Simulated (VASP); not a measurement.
Crystal: Br.

```
CELL_PARAMETERS angstrom
3.36325 -2.32255 0.00000
3.36325 2.32255 0.00000
0.00000 0.00000 8.70230
ATOMIC_POSITIONS crystal
Br 0.36510 0.63490 0.39010
Br 0.13490 0.86510 0.89010
Br 0.63490 0.36510 0.60990
Br 0.86510 0.13490 0.10990
```

Base run:

| Item | Value |
| --- | --- |
| Program | VASP 6.6.1 |
| Functional | HF |
| Potentials or basis | VASP PAW PBE potentials, release 64 (Br) |
| Cutoff | 520 eV |
| k mesh | 4 × 4 × 2 |
| Occupations | fermi-dirac, width 0.05 eV |
| Spin | no spin polarisation |

Its results: band gap on the k mesh 10.34 eV (least direct gap 10.59 eV); pressure 2.0 GPa; largest force 0.671 eV/Å.

Question: After a change of settings the same cell gave: band gap on the k mesh 1.98 eV (least direct gap 2.00 eV); pressure 3.5 GPa; largest force 0.857 eV/Å. Which change was it?
A. functional from HF to PBE-based screened hybrid with 25 % exact exchange; share of exact exchange from 1 to 0.25
B. functional from HF to PBE-based global hybrid with 10 % exact exchange; share of exact exchange from 1 to 0.1
C. functional from HF to RPBE; k mesh from 4 × 4 × 2 to 7 × 7 × 3

Answer: C.

Caveats: the PAW data sets were made with another functional, which shifts forces and pressure a little; the cell stands under pressure (at least some runs); this functional lacks dispersion, which holds the molecules together, so the pressure and a relaxed volume are unreliable (at least some runs).
